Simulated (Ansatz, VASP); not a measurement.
TaH: VASP beside Ansatz

The input INCAR:

```
  PREC = Accurate
  ENCUT = 500
  EDIFF = 1E-7
  ISMEAR = 0
  SIGMA = 0.2
  LREAL = False
  LASPH = True
  NELM = 120
  ALGO = Normal
  ISIF = 3
  LWAVE = False
  LCHARG = False
  GGA = PE
  IBRION = 2
  NSW = 36
  EDIFFG = -0.08
  GGA_COMPAT = False
  NELMIN = 4
```

File KPOINTS:

```
Automatic mesh
0
Gamma
  7 7 7
```

Contents of POSCAR:

```
TaH
1.0
    0.0000000000      2.2750000000      2.2750000000
    2.2750000000      0.0000000000      2.2750000000
    2.2750000000      2.2750000000      0.0000000000
Ta H
1 1
Direct
    0.0000000000      0.0000000000      0.0000000000
    0.2500000000      0.2500000000      0.2500000000
```

Input for Ansatz:

```yaml
crystal:
  lattice:
    - [0.0, 2.275, 2.275]
    - [2.275, 0.0, 2.275]
    - [2.275, 2.275, 0.0]
  atoms:
    - { symbol: Ta, position: [0.0, 0.0, 0.0] }
    - { symbol: H, position: [0.25, 0.25, 0.25] }
basis:
  ecutwfc: 420
kpoints:
  mp_grid: { grid: [7, 7, 7] }
hamiltonian:
  xc: pbe
scf:
  occupations: { method: gaussian, width: 0.2 }
  lower_state_search: "off"
output:
  forces: true
  stress: true
  eigenvalues: true
relax:
  adjacent_minimum: "off"
  f_tol: 0.08
  max_steps: 16
  cell: { stress_tol: 0.8 }
```

Alike in both runs: task relaxation of cell and atoms; functional PBE; k mesh 7 × 7 × 7; occupations gaussian, width 0.2 eV; no spin polarisation.

|  | VASP | Ansatz |
| --- | --- | --- |
| version | VASP 6.6.1 | Ansatz 0.2.0 |
| potentials or method | VASP PAW PBE potentials, release 64 (Ta_pv, H), cutoff 500 eV | scalar-relativistic, plane waves, PAW |
| valence electrons in the cell | 12 | 14 |

|  | VASP | Ansatz | Ansatz less VASP |
| --- | --- | --- | --- |
| gap on the k mesh at the Fermi level, each at its own relaxed structure (eV) | none | none | - |
| relaxed volume (Å³/atom) | 10.80 | 10.80 | -0.004 |
| relaxed cell length with the largest relative difference (Å) | 3.126 | 3.126 | -0.0004 |

A gap of «none» marks a metal or a gap that the smearing closes. VASP's potentials hold 12 valence electrons a cell and Ansatz's 14, so a difference there can come from the potentials and not from the codes.

Spin-orbit coupling is off throughout.
